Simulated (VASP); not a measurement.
# TaN (P-6m2) in VASP: notebook, part 2 of 3

VASP 6.6.1.

### 3 Electric field gradients, r2SCAN (volume scaled by 0.75)

The input, POSCAR:

```
TaN
1.0
    2.6693501509      0.0000000000      0.0000000000
   -1.3346750754      2.3117250422      0.0000000000
    0.0000000000      0.0000000000      2.6193793346
Ta N
1 1
Direct
    0.3333333333      0.6666666667      0.5000000000
    0.0000000000      0.0000000000      0.0000000000
```

The input, INCAR.step1:

```
SYSTEM = TaN
PREC = Accurate
ENCUT = 520
ISMEAR = -1
SIGMA = 0.03
LREAL = .False.
LASPH = .True.
NELM = 100
NBANDS = 15
GGA = PE
ALGO = Normal
EDIFF = 1E-4
LWAVE = .True.
LCHARG = .False.
```

The input, INCAR.step2:

```
SYSTEM = TaN
PREC = Accurate
ENCUT = 520
EDIFF = 1E-8
ISMEAR = -1
SIGMA = 0.03
LREAL = .False.
LASPH = .True.
NELM = 100
ALGO = Normal
ISIF = 2
LWAVE = .False.
LCHARG = .False.
METAGGA = R2SCAN
LMIXTAU = .True.
LEFG = .True.
NBANDS = 15
ISTART = 1
```

The input, KPOINTS:

```
Automatic mesh
0
Gamma
  11 11 10
  0 0 0
```

Potentials or basis: VASP PAW PBE potentials, release 64 (Ta_pv, N).

Started as:

```bash
$ cat potpaw_PBE.64/Ta_pv/POTCAR potpaw_PBE.64/N/POTCAR > POTCAR
$ cp INCAR.step1 INCAR
$ mpirun -np 1 vasp_std > vasp.out
$ cp INCAR.step2 INCAR
$ mpirun -np 1 vasp_std > vasp.out
```

OUTCAR:

```text
SYSTEM = TaN
   PREC = Accurate
   ENCUT = 520
   EDIFF = 1E-8
   ISMEAR = -1
   LREAL = .False.
   LASPH = .True.
   NELM = 100
   ISIF = 2
   METAGGA = R2SCAN
   ISTART = 1

 ion  position               nearest neighbor table
   1  0.333  0.667  0.500-   2 2.02   2 2.02   2 2.02   2 2.02   2 2.02   2 2.02
   2  0.000  0.000  0.000-   1 2.02   1 2.02   1 2.02   1 2.02   1 2.02   1 2.02

  LATTYP: Found a hexagonal cell.
 ALAT       =     2.6693501509
 C/A-ratio  =     0.9812797822

  Lattice vectors:

 A1 = (   2.6693501509,   0.0000000000,   0.0000000000)
 A2 = (  -1.3346750754,   2.3117250422,   0.0000000000)
 A3 = (   0.0000000000,   0.0000000000,   2.6193793346)

Analysis of symmetry for initial positions (statically):
=====================================================================
 Subroutine PRICEL returns:
 Original cell was already a primitive cell.

 Routine SETGRP: Setting up the symmetry group for a
 hexagonal supercell.

 Subroutine GETGRP returns: Found 12 space group operations
 (whereof 12 operations were pure point group operations)
 out of a pool of 24 trial point group operations.

The static configuration has the point symmetry D_3h.

Analysis of symmetry for dynamics (positions and initial velocities):
=====================================================================
 Subroutine PRICEL returns:
 Original cell was already a primitive cell.

 Routine SETGRP: Setting up the symmetry group for a
 hexagonal supercell.

 Subroutine GETGRP returns: Found 12 space group operations
 (whereof 12 operations were pure point group operations)
 out of a pool of 24 trial point group operations.

The dynamic configuration has the point symmetry D_3h.

 Subroutine INISYM returns: Found 12 space group operations
 (whereof 12 operations are pure point group operations),
 and found     1 'primitive' translations

----------------------------------------------------------------------------------------

                                     Primitive cell

  volume of cell :      16.1637

  direct lattice vectors                    reciprocal lattice vectors
     2.669350151  0.000000000  0.000000000     0.374623014  0.216288698  0.000000000
    -1.334675075  2.311725042  0.000000000     0.000000000  0.432577396  0.000000000
     0.000000000  0.000000000  2.619379335     0.000000000  0.000000000  0.381769829

  length of vectors
     2.669350151  2.669350151  2.619379335     0.432577396  0.432577396  0.381769829

  position of ions in fractional coordinates (direct lattice)
     0.333333333  0.666666667  0.500000000
     0.000000000  0.000000000  0.000000000

  ion indices of the primitive-cell ions
   primitive index   ion index
                 1           1
                 2           2

----------------------------------------------------------------------------------------

 KPOINTS: Automatic mesh

Automatic generation of k-mesh.
[... 78 lines left out ...]
   NUPDOWN=      -1.0000    fix difference up-down
   EMIN   =  10.00;   EMAX   =-10.00  energy-range for DOS
   EFERMI =   0.00;   METHOD = LEGACY
   ISMEAR =    -1;   SIGMA  =   0.03  broadening in eV -4-tet -1-fermi 0-gaus
   EFERMI_NEDOS =   21; number of points for ismear=-14 and -15
   IALGO  =     38    algorithm
   IMIX   =      4    mixing-type and parameters
     AMIX     =   0.40;   BMIX     =  1.00
     AMIX_MAG =   1.60;   BMIX_MAG =  1.00
  volume/ion in A,a.u.               =       8.08        54.54
  Fermi-wavevector in a.u.,A,eV,Ry     =   1.631554  3.083190 36.218280  2.661968
  Thomas-Fermi vector in A             =   2.723671
   LORBIT       =      0    0 simple, 1 ext, 2 COOP (PROOUT), +10 PAW based schemes
   METAGGA = R2SCAN    functional components
   LHFCALC =     F    Hartree Fock is set to
   AEXX    =    0.0000 exact exchange contribution
   IVDW    =     0    specifies the selected vdW correction
   LEPSILON=     F    determine dielectric tensor
   LRPA    =     F    only Hartree local field effects (RPA)
 non-spin polarized calculation
  energy-cutoff  :      520.00
  volume of cell :       16.16
 maximum number of plane-waves:       449
 NGX is ok and might be reduce to    20
   NGX =  9   NGY =  9   NGZ =  9

 number of electron      16.0000000 magnetization

 Free energy of the ion-electron system (eV)
  ---------------------------------------------------
  ext. energy  EPLUGINS =         0.00000000
  ---------------------------------------------------
  free energy    TOTEN  =       -57.80244638 eV

  energy without entropy =      -57.80178764  energy(sigma->0) =      -57.80211701

 E-fermi :  11.7388     XC(G=0): -16.2414

 val. band max:       11.6853826755   @ k =   0.0909  -0.0000   0.5000
 cond. band min:      11.7454021065   @ k =   0.0909  -0.0000   0.4000
 fundamental gap:      0.0600194310
 Fermi energy:        11.7388288433

 k-point     1 :       0.0000    0.0000    0.0000
  band No.  band energies     occupation
      1     -23.8321      2.00000
      2     -23.3128      2.00000
      3     -23.3128      2.00000
      4      -9.5652      2.00000
      5       5.1865      2.00000
      6       5.1865      2.00000
      7       5.4855      2.00000
      8       8.1936      2.00000
      9      16.2683      0.00000
     10      16.8562      0.00000
     11      16.8562      0.00000
     12      17.6308      0.00000
     13      17.6308      0.00000
     14      23.6396      0.00000
[... 401 lines left out ...]
      2     -23.8775      2.00000
      3     -23.6417      2.00000
      4      -7.5797      2.00000
      5       2.9627      2.00000
      6       5.2506      2.00000
      7       6.4601      2.00000
      8       7.7761      2.00000
      9      14.1321      0.00000
     10      15.7725      0.00000
     11      18.5113      0.00000
     12      19.1531      0.00000
     13      21.2513      0.00000
     14      23.6402      0.00000
     15      27.5720      0.00000

 [... further k-points ...]
[... 5 lines left out ...]
  --------------------------------------------------------------------------------------
  -------------------------------------------------------------------------------------
  Total       18.8737575     18.8737575     21.1855293      0.0000000      0.0000000      0.0000000
  in kB     1870.8063399   1870.8063398   2099.9539975      0.0000000      0.0000000      0.0000000
  external PRESSURE =    1947.1888924 kB  Pullay stress =       0.0000000 kB

 VOLUME and BASIS-vectors are now :
 -----------------------------------------------------------------------------
  energy-cutoff  :      520.00
  volume of cell :       16.16
      direct lattice vectors                 reciprocal lattice vectors
     2.669350151  0.000000000  0.000000000     0.374623014  0.216288698  0.000000000
    -1.334675075  2.311725042  0.000000000     0.000000000  0.432577396  0.000000000
     0.000000000  0.000000000  2.619379335     0.000000000  0.000000000  0.381769829

 POSITION                                       TOTAL-FORCE (eV/Angst)
 -----------------------------------------------------------------------------------
     -0.00000      1.54115      1.30969        -0.000000      0.000000      0.000000
      0.00000      0.00000      0.00000         0.000000      0.000000      0.000000
 -----------------------------------------------------------------------------------
    total drift:                               -0.000001      0.000001     -0.000000

  FREE ENERGIE OF THE ION-ELECTRON SYSTEM (eV)
  ---------------------------------------------------
  free  energy   TOTEN  =       -57.8024463814 eV

  energy  without entropy=      -57.8017876385  energy(sigma->0) =      -57.80211701

 Electric field gradients (V/A^2)
---------------------------------------------------------------------
 ion       V_xx      V_yy      V_zz      V_xy      V_xz      V_yz
---------------------------------------------------------------------
   1      35.563    35.563   -71.125     0.000     0.000    -0.000
   2       1.683     1.682    -3.365    -0.001    -0.000    -0.000
---------------------------------------------------------------------

 Electric field gradients after diagonalization (V/A^2)
 (convention: |V_zz| > |V_xx| > |V_yy|)
----------------------------------------------------------------------
 ion       V_xx      V_yy      V_zz     asymmetry (V_yy - V_xx)/ V_zz
----------------------------------------------------------------------
   1      35.563    35.562   -71.125       0.000
   2       1.684     1.681    -3.365       0.001
----------------------------------------------------------------------

           NMR quadrupolar parameters

 Cq : quadrupolar parameter    Cq=e*Q*V_zz/h
 eta: asymmetry parameters     (V_yy - V_xx)/ V_zz
 Q  : nuclear electric quadrupole moment in mb (millibarn)
----------------------------------------------------------------------
 ion       Cq(MHz)       eta       Q (mb)
----------------------------------------------------------------------
   1      -0.172       0.000       1.000
   2      -0.008       0.001       1.000
----------------------------------------------------------------------
```

Run time: 2.8 min. Hardware: 1 thread of Intel Xeon 8259CL, shared host; peak memory 0.15 GiB.

What came out:

```
Free energy            : -57.8024 eV
Pressure               : 194.7 GPa
Band gap on the k mesh : zero (band 8 reaches 12.03 eV, above the bottom of band 9 at 11.25 eV)
```

Electric field gradients, principal values (V/Å²):
```csv
atom,least,middle,greatest (by size)
1 Ta,35.562,35.563,-71.125
2 N,1.681,1.684,-3.365
```

Caveat: without QUAD_EFG the Cq values of the log hold for a quadrupole moment of 1 mb, not for the nuclei; the PAW data sets were made with another functional, which shifts forces and pressure a little; spin-orbit coupling is left out, which moves the levels of the heavy elements.

### 4 Electric field gradients, r2SCAN (volume scaled by 0.85)

The input, POSCAR:

```
TaN
1.0
    2.7830740808      0.0000000000      0.0000000000
   -1.3915370404      2.4102128546      0.0000000000
    0.0000000000      0.0000000000      2.7309743278
Ta N
1 1
Direct
    0.3333333333      0.6666666667      0.5000000000
    0.0000000000      0.0000000000      0.0000000000
```

The input, INCAR.step1:

```
SYSTEM = TaN
ALGO = Normal
EDIFF = 1E-4
ENCUT = 520
GGA = PE
ISMEAR = -1
LASPH = .True.
LCHARG = .False.
LREAL = .False.
LWAVE = .True.
NBANDS = 15
NELM = 80
PREC = Accurate
SIGMA = 0.03
```

The input, INCAR.step2:

```
SYSTEM = TaN
ALGO = Normal
EDIFF = 1E-8
ENCUT = 520
ISIF = 2
ISMEAR = -1
ISTART = 1
LASPH = .True.
LCHARG = .False.
LEFG = .True.
LMIXTAU = .True.
LREAL = .False.
LWAVE = .False.
METAGGA = R2SCAN
NBANDS = 15
NELM = 80
PREC = Accurate
SIGMA = 0.03
```

The input, KPOINTS:

```
k-points
0
Gamma
  11 11 10
  0 0 0
```

Potentials or basis: VASP PAW PBE potentials, release 64 (Ta_pv, N).

Started as:

```bash
$ cat potpaw_PBE.64/Ta_pv/POTCAR potpaw_PBE.64/N/POTCAR > POTCAR
$ cp INCAR.step1 INCAR
$ mpirun -np 1 vasp_std > vasp.out
$ cp INCAR.step2 INCAR
$ mpirun -np 1 vasp_std > vasp.out
```

OUTCAR:

```text
SYSTEM = TaN
   EDIFF = 1E-8
   ENCUT = 520
   ISIF = 2
   ISMEAR = -1
   ISTART = 1
   LASPH = .True.
   LREAL = .False.
   METAGGA = R2SCAN
   NELM = 80
   PREC = Accurate

 ion  position               nearest neighbor table
   1  0.333  0.667  0.500-   2 2.11   2 2.11   2 2.11   2 2.11   2 2.11   2 2.11
   2  0.000  0.000  0.000-   1 2.11   1 2.11   1 2.11   1 2.11   1 2.11   1 2.11

  LATTYP: Found a hexagonal cell.
 ALAT       =     2.7830740808
 C/A-ratio  =     0.9812797822

  Lattice vectors:

 A1 = (   2.7830740808,   0.0000000000,   0.0000000000)
[... 646 lines left out ...]
  free  energy   TOTEN  =       -59.6266204778 eV

  energy  without entropy=      -59.6264991714  energy(sigma->0) =      -59.62655982

 Electric field gradients (V/A^2)
---------------------------------------------------------------------
 ion       V_xx      V_yy      V_zz      V_xy      V_xz      V_yz
---------------------------------------------------------------------
   1       9.607     9.607   -19.214    -0.000     0.000    -0.000
   2       1.080     1.079    -2.159    -0.001    -0.000    -0.000
---------------------------------------------------------------------

 Electric field gradients after diagonalization (V/A^2)
 (convention: |V_zz| > |V_xx| > |V_yy|)
----------------------------------------------------------------------
 ion       V_xx      V_yy      V_zz     asymmetry (V_yy - V_xx)/ V_zz
----------------------------------------------------------------------
   1       9.607     9.607   -19.214       0.000
   2       1.080     1.079    -2.159       0.001
----------------------------------------------------------------------

           NMR quadrupolar parameters

 Cq : quadrupolar parameter    Cq=e*Q*V_zz/h
 eta: asymmetry parameters     (V_yy - V_xx)/ V_zz
 Q  : nuclear electric quadrupole moment in mb (millibarn)
----------------------------------------------------------------------
 ion       Cq(MHz)       eta       Q (mb)
----------------------------------------------------------------------
   1      -0.046       0.000       1.000
   2      -0.005       0.001       1.000
----------------------------------------------------------------------
```

OSZICAR.step1:

```text
N       E                     dE             d eps       ncg     rms          rms(c)
DAV:   1     0.928321495203E+02    0.92832E+02   -0.88433E+03  2888   0.116E+03
DAV:   2    -0.214134673251E+02   -0.11425E+03   -0.10786E+03  3517   0.317E+02
DAV:   3    -0.240615801949E+02   -0.26481E+01   -0.26395E+01  3370   0.451E+01
DAV:   4    -0.240701624068E+02   -0.85822E-02   -0.85797E-02  3713   0.279E+00
DAV:   5    -0.240701984672E+02   -0.36060E-04   -0.36061E-04  3306   0.171E-01    0.329E+01
DAV:   6    -0.216452855496E+02    0.24249E+01   -0.38283E+00  3482   0.239E+01    0.146E+01
DAV:   7    -0.216229597182E+02    0.22326E-01   -0.46792E-01  2950   0.570E+00    0.927E+00
DAV:   8    -0.216053222983E+02    0.17637E-01   -0.59810E-02  3524   0.216E+00    0.199E+00
DAV:   9    -0.215997563277E+02    0.55660E-02   -0.88413E-03  3251   0.840E-01    0.133E-01
DAV:  10    -0.215998330912E+02   -0.76763E-04   -0.72727E-04  3209   0.306E-01
   1 F= -.21599833E+02 E0= -.21599735E+02  d E =-.195522E-03
```

It took 2.6 min on 1 thread of Intel Xeon 8259CL, shared host; peak memory 0.16 GiB.

What came out:

```
Free energy            : -59.6266 eV
Pressure               : 85.7 GPa
Band gap on the k mesh : zero (band 8 reaches 10.50 eV, above the bottom of band 9 at 9.85 eV)
```

Levels at points of the mesh, in eV from the Fermi level:
```
           k point  band 5  band 6  band 7  band 8  band 9  band 10  band 11  band 12
(0.00, 0.00, 0.00)   -5.63   -5.63   -5.25   -3.31    3.78     4.60     4.60     5.24
(0.00, 0.00, 0.50)  -10.75   -4.63   -4.63   -0.16   -0.16     2.89     4.12     4.12
```

Electric field gradients, principal values (V/Å²):
```
atom  least  middle  greatest (by size)
1 Ta  9.607   9.607             -19.214
 2 N  1.079   1.080              -2.159
```

Caveat: without QUAD_EFG the Cq values of the log hold for a quadrupole moment of 1 mb, not for the nuclei; the PAW data sets were made with another functional, which shifts forces and pressure a little; spin-orbit coupling is left out, which moves the levels of the heavy elements.

[end of part 2 of 3]
